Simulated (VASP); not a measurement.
Set up this calculation in VASP 6.6.1, as the native input.

| Quantity | Value |
| --- | --- |
| Task | single point |
| Functional | LDA |
| Potentials or basis | VASP PAW LDA potentials, release 64 (Sr_sv, Mg) |
| Cutoff | 520 eV |
| k mesh | 12 × 12 × 12 |
| Occupations | gaussian, width 0.15 eV |
| Spin | no spin polarisation |
| Dipole correction | no |
| Further INCAR settings | ALGO = Fast; EDIFF = 1e-06; NBANDS = 13 |

The structure of SrMg lies in POSCAR:

```
SrMg
1.0
    3.9585000000      0.0000000000      0.0000000000
    0.0000000000      3.9585000000      0.0000000000
    0.0000000000      0.0000000000      4.0170000000
Sr Mg
1 1
Direct
    0.5000000000      0.5000000000      0.5000000000
    0.0000000000      0.0000000000      0.0000000000
```

This cell differs from its parent crystal: strain +0.015 along x and y, +0.030 along z.

One way to write it, as run:

INCAR

```
SYSTEM = SrMg
ALGO = Fast
EDIFF = 1E-6
ENCUT = 520
ISIF = 2
ISMEAR = 0
LASPH = .True.
LCHARG = .False.
LREAL = .False.
LWAVE = .False.
NBANDS = 13
NELM = 100
PREC = Accurate
SIGMA = 0.15
```

KPOINTS

```
k-points
0
Gamma
  12 12 12
  0 0 0
```

Potentials or basis: VASP PAW LDA potentials, release 64 (Sr_sv, Mg).

Run with:

```console
$ cat potpaw_LDA.64/Sr_sv/POTCAR potpaw_LDA.64/Mg/POTCAR > POTCAR
$ mpirun -np 1 vasp_std > vasp.out
```

Results of the run:

```yaml
Pressure: 1.4 GPa
Band_gap_on_the_k_mesh: zero (bands 6 and 7 overlap by 1.39 eV)
```

Caveat: the cell differs from its parent crystal (strain +0.015 along x and y, +0.030 along z).

Wall time 53 s on 1 thread of Intel(R) Xeon(R) 6975P-C (Granite Rapids), with other jobs on the host, peak memory 0.29 GiB.
